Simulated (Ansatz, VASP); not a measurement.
## Two plane-wave programs on Co

```
Co
1.0
     2.47200    0.00000    0.00000
    -1.23600    2.14081    0.00000
     0.00000    0.00000    4.02114
Co
2
Direct
  0.66667 0.33333 0.75000
  0.33333 0.66667 0.25000
```

Alike in both runs: task single point; functional PBEsol; k mesh 12 × 12 × 7; occupations fermi-dirac, width 0.05 eV; collinear spin.

```csv
,VASP,Ansatz
version,VASP 6.6.1,Ansatz 0.2.0
potentials or method,"VASP PAW PBE potentials, release 64 (Co)",Ansatz PAW
plane-wave cutoff (eV),520,420
valence electrons in the cell,18,34
```

```tsv
	VASP	Ansatz	Ansatz less VASP
gap on the k mesh at the Fermi level (eV)	none	none	-
pressure (GPa)	-6.6	-5.8	+0.81
traceless stress, the component that is largest in VASP (GPa)	-1.87	-1.88	-0.006
net moment per atom (μB)	1.59	1.60	+0.007
size of the moment on the site where the two differ most (μB)	1.60	1.66	+0.062
```

VASP's potentials were made for PBE, not for PBEsol. Site moments also hang on the region over which each program counts them. A gap of «none» marks a metal or a gap that the smearing closes. VASP's potentials hold 18 valence electrons a cell and Ansatz's 34, so a difference there can come from the potentials and not from the codes.
